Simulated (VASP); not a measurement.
Al2O3:

```
Al O
1.0
     2.88432    0.00000    0.00000
    -1.44216    2.49790    0.00000
     0.00000    0.00000    9.33675
Al O
2 3
Direct
  0.00000 0.00000 0.85001
  0.00000 0.00000 0.14999
  0.33333 0.66667 0.77768
  0.66667 0.33333 0.00000
  0.33333 0.66667 0.22232
```

```yaml
Program: VASP 6.6.1
Task: relaxation of cell and atoms
Functional: PBE
Dispersion: D4
Potentials_or_basis: VASP PAW PBE potentials, release 64 (Al, O)
Cutoff: 600 eV
k_mesh: 11 × 11 × 3
Occupations: fermi-dirac, width 0.05 eV
Spin: no spin polarisation
```

At the start: pressure -2.2 GPa; volume 13.45 Å³/atom.

Problem. Where does the relaxation end?

Solution. Over 33 steps the energy falls by 25.5 meV/atom and the volume is 10.35 Å³/atom (-23.0 %); space group P-6m2 (No. 187, to 0.05 Å).

The path:
| step | energy change (eV) | largest force (eV/Å) | pressure (GPa) | volume (Å³) |
| --- | --- | --- | --- | --- |
| 1 | 0.0000 | 0.0671 | -2.19 | 67.27 |
| 2 | -0.0019 | 0.2559 | 1.90 | 65.50 |
| 3 | -0.0070 | 0.1082 | -0.03 | 66.31 |
| 4 | -0.0074 | 0.1454 | -0.07 | 66.13 |
| 5 | -0.0077 | 0.0472 | -0.05 | 66.20 |
| 6 | -0.0080 | 0.0460 | -0.06 | 66.14 |
| 7 | -0.0086 | 0.0467 | -0.06 | 66.03 |
| 8 | -0.0097 | 0.0463 | -0.07 | 65.83 |
| 9 | -0.0118 | 0.0457 | -0.05 | 65.41 |
| 10 | -0.0158 | 0.0455 | -0.04 | 64.58 |
| 11 | -0.0231 | 0.1101 | 0.07 | 62.93 |
| 12 | -0.0372 | 0.2072 | 0.58 | 59.67 |
| 13 | -0.0688 | 0.2562 | 3.15 | 53.27 |
| 14 | -0.0689 | 0.2549 | 3.14 | 53.27 |
| 15 | -0.0690 | 0.2569 | 3.14 | 53.24 |
| 16 | -0.0694 | 0.2590 | 3.12 | 53.20 |
| 17 | -0.0700 | 0.2645 | 3.10 | 53.12 |
| 18 | -0.0713 | 0.2764 | 3.06 | 52.95 |
| 19 | -0.0736 | 0.2962 | 2.98 | 52.62 |
| 20 | -0.0772 | 0.3404 | 2.83 | 51.95 |
| 21 | -0.0782 | 0.4353 | 2.72 | 50.61 |
| 22 | -0.0792 | 0.3683 | 2.82 | 51.45 |
| 23 | -0.0819 | 0.3626 | 2.68 | 51.47 |
| 24 | -0.0895 | 0.3483 | 2.25 | 51.54 |
| 25 | -0.1025 | 0.3204 | 1.42 | 51.68 |
| 26 | -0.1190 | 0.2656 | -0.22 | 51.95 |
| 27 | -0.1161 | 0.1615 | -3.32 | 52.48 |
| 28 | -0.1235 | 0.2219 | -1.61 | 52.18 |
| 29 | -0.1257 | 0.1300 | -1.07 | 52.06 |
| 30 | -0.1270 | 0.0502 | -0.34 | 51.89 |
| 31 | -0.1270 | 0.0690 | -0.22 | 51.86 |
| 32 | -0.1272 | 0.0416 | -0.14 | 51.83 |
| 33 | -0.1273 | 0.0063 | -0.01 | 51.77 |

Final structure:
```xyz
5
Lattice="2.8663 0.0000 0.0000 -1.4331 2.4823 0.0000 0.0000 0.0000 7.2766" Properties=species:S:1:pos:R:3 pbc="T T T"
Al    0.0000    0.0000    5.8855
Al    2.8663    0.0000    1.3911
O     0.0000    1.6548    5.2075
O     1.4331    0.8274    0.0000
O     0.0000    1.6548    2.0690
```

Caveat: the volume moved by over 15 % at a fixed basis, so the end points are rough.
